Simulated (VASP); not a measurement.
Input of a VASP 6.6.1 run:

The input INCAR:

```
SYSTEM = MgO
PREC = Accurate ; ENCUT = 520
EDIFF = 1E-6 ; ISMEAR = 0
SIGMA = 0.01 ; LREAL = .FALSE.
LASPH = .TRUE. ; NELM = 80
ALGO = Normal ; ISIF = 2
LWAVE = .FALSE. ; LCHARG = .FALSE.
GGA = PE ; NBANDS = 11
```

File KPOINTS:

```
Automatic mesh
0
G
  6 6 6
  0 0 0
```

Contents of POSCAR:

```
MgO
1.0
    0.0000000000      2.1334903292      2.1021680256
    2.1021680256      0.0000000000      2.1021680256
    2.1021680256      2.1334903292      0.0000000000
Mg O
1 1
Direct
    0.0000000000      0.0000000000      0.0000000000
    0.5000000000      0.5000000000      0.5000000000
```

Potentials or basis: VASP PAW PBE potentials, release 64 (Mg, O).

The run is started by

```console
$ cat potpaw_PBE.64/Mg/POTCAR potpaw_PBE.64/O/POTCAR > POTCAR
$ mpirun -np 1 vasp_std > vasp.out
```

(1) What does it give for the pressure?

(2) Estimate the band gap on the k mesh.

Results:

(1) 2.5 GPa.

(2) 4.61 eV, direct.

Caveat: the k points lie up to 0.43 Å⁻¹ apart; the cell differs from its parent crystal (uniaxial y strain +1.5%).
